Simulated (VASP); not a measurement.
Wanted: the native input for a VASP 6.6.1 run.

| Item | Value |
| --- | --- |
| Task | single point |
| Functional | PBE |
| Potentials or basis | VASP PAW PBE potentials, release 64 (Pb_d, O) |
| Cutoff | 520 eV |
| k mesh | 12 × 12 × 12 |
| Occupations | gaussian, width 0.1 eV |
| Spin | no spin polarisation |
| Dipole correction | no |
| Further INCAR settings | ALGO = Normal; EDIFF = 1e-06; NBANDS = 35 |

The structure of PbO2 lies in POSCAR:

```
PbO2
1.0
   -2.1485114579      2.1485114579      5.4617016370
    2.1485114579     -2.1485114579      5.4617016370
    2.1485114579      2.1485114579     -5.4617016370
Pb O
2 4
Direct
    0.0000000000      0.0000000000      0.0000000000
    0.7500000000      0.2500000000      0.5000000000
    0.7990608909      0.7990608909      0.0000000000
    0.9509391091      0.4509391091      0.5000000000
    0.5490608909      0.0490608909      0.5000000000
    0.2009391091      0.2009391091      0.0000000000
```

The cell was generated, and may not be a known phase.

These files were run (other wordings do the same):

INCAR

```
PREC = Accurate
ENCUT = 520
EDIFF = 1E-6
ISMEAR = 0
SIGMA = 0.1
LREAL = False
LASPH = True
NELM = 60
ALGO = Normal
ISIF = 2
LWAVE = False
LCHARG = False
GGA = PE
NBANDS = 35
```

KPOINTS

```
regular mesh
0
Gamma
  12 12 12
```

Potentials or basis: VASP PAW PBE potentials, release 64 (Pb_d, O).

Launch:

```console
$ cat potpaw_PBE.64/Pb_d/POTCAR potpaw_PBE.64/O/POTCAR > POTCAR
$ mpirun -np 1 vasp_std > vasp.out
```

It gave:

```yaml
Pressure: 0.2 GPa
Largest_force: 0.018 eV/Å
Band_gap_on_the_k_mesh: zero (bands 26 and 27 overlap by 0.20 eV)
```

Caveat: semilocal functionals underestimate gaps, and a narrow one can read as zero; spin-orbit coupling is left out, which moves the levels of the heavy elements.

Run time: 9.8 min on 1 thread of Intel(R) Xeon(R) 6975P-C (Granite Rapids), with other jobs on the host, peak memory 0.63 GiB.
